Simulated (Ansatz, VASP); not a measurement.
MgS in VASP and in Ansatz

INCAR

```
SYSTEM = MgS
PREC = Accurate
ENCUT = 520
EDIFF = 1E-6
ISMEAR = 0
SIGMA = 0.05
LREAL = .FALSE.
LASPH = .TRUE.
NELM = 60
ALGO = Normal
ISIF = 2
LWAVE = .FALSE.
LCHARG = .FALSE.
GGA = PE
NBANDS = 11
```

File KPOINTS:

```
regular mesh
0
G
  8 8 8
  0 0 0
```

POSCAR

```
MgS
1.0
    0.0000000000      2.6016500000      2.4715675000
    2.6016500000      0.0000000000      2.4715675000
    2.6016500000      2.6016500000      0.0000000000
Mg S
1 1
Direct
    0.0000000000      0.0000000000      0.0000000000
    0.5000000000      0.5000000000      0.5000000000
```

Input for Ansatz:

```yaml
crystal:
  lattice:
    - [0.0, 2.60165, 2.4715675]
    - [2.60165, 0.0, 2.4715675]
    - [2.60165, 2.60165, 0.0]
  atoms:
    - { symbol: Mg, position: [0.0, 0.0, 0.0] }
    - { symbol: S, position: [0.5, 0.5, 0.5] }
basis:
  ecutwfc: 420
kpoints:
  mp_grid: { grid: [8, 8, 8] }
hamiltonian:
  xc: pbe
scf:
  occupations: { method: gaussian, width: 0.05 }
output:
  forces: true
  stress: true
  eigenvalues: true
```

Change from the starting cell: strain +0.000 along x and y, -0.050 along z, atoms carried along.

Alike in both runs: task single point; functional PBE; k mesh 8 × 8 × 8; occupations gaussian, width 0.05 eV; no spin polarisation.

```csv
,VASP,Ansatz
version,VASP 6.6.1,Ansatz 0.2.0
potentials or method,"VASP PAW PBE potentials, release 64 (Mg, S), cutoff 520 eV","scalar-relativistic, plane waves, PAW"
valence electrons in the cell,8,16
```

Ansatz gave:

* gap on the k mesh at the Fermi level (eV): 2.67
* least direct gap on the mesh (eV): 4.06
* pressure (GPa): 6.1
* traceless stress, the component that is largest in VASP (GPa): 5.11

Problem. What did VASP give for the same quantities?

Solution. gap on the k mesh at the Fermi level (eV): 2.65; least direct gap on the mesh (eV): 4.05; pressure (GPa): 5.8; traceless stress, the component that is largest in VASP (GPa): 5.10.

With one functional, cell and mesh, what is left measures potentials, basis and numerics. VASP's potentials hold 8 valence electrons a cell and Ansatz's 16, so a difference there can come from the potentials and not from the codes.
